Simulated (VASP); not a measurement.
A run of VASP 6.6.1:

INCAR

```
SYSTEM = Co
ALGO = Normal
EDIFF = 1E-7
ENCUT = 520
GGA = PS
ISIF = 2
ISMEAR = -1
ISPIN = 2
LASPH = .TRUE.
LCHARG = .TRUE.
LELF = .TRUE.
LMAXMIX = 4
LORBIT = 11
LREAL = .FALSE.
LVHAR = .TRUE.
LWAVE = .FALSE.
MAGMOM = 3.2 3.2
NBANDS = 20
NELM = 150
PREC = Accurate
SIGMA = 0.1
```

File KPOINTS:

```
k-points
0
G
  13 13 7
  0 0 0
```

Contents of POSCAR:

```
Co
1.0
    2.5157302938      0.0000000000      0.0000000000
   -1.2578651469      2.1786842390      0.0000000000
    0.0000000000      0.0000000000      4.0834213618
Co
2
Direct
    0.3333333333      0.6666666667      0.2500000000
    0.6666666667      0.3333333333      0.7500000000
```

Potentials or basis: VASP PAW PBE potentials, release 64 (Co).

Launch:

```bash
$ cat potpaw_PBE.64/Co/POTCAR > POTCAR
$ mpirun -np 1 vasp_std > vasp.out
```

Hardware: 1 thread of Intel(R) Xeon(R) 6975P-C (Granite Rapids), on a shared host.

Task: Estimate the wall time of this run.

Result: Run time: 36 s on 1 thread of Intel(R) Xeon(R) 6975P-C (Granite Rapids), with other jobs on the host, peak memory 0.18 GiB. Counts: scf iterations 14, k points 84.
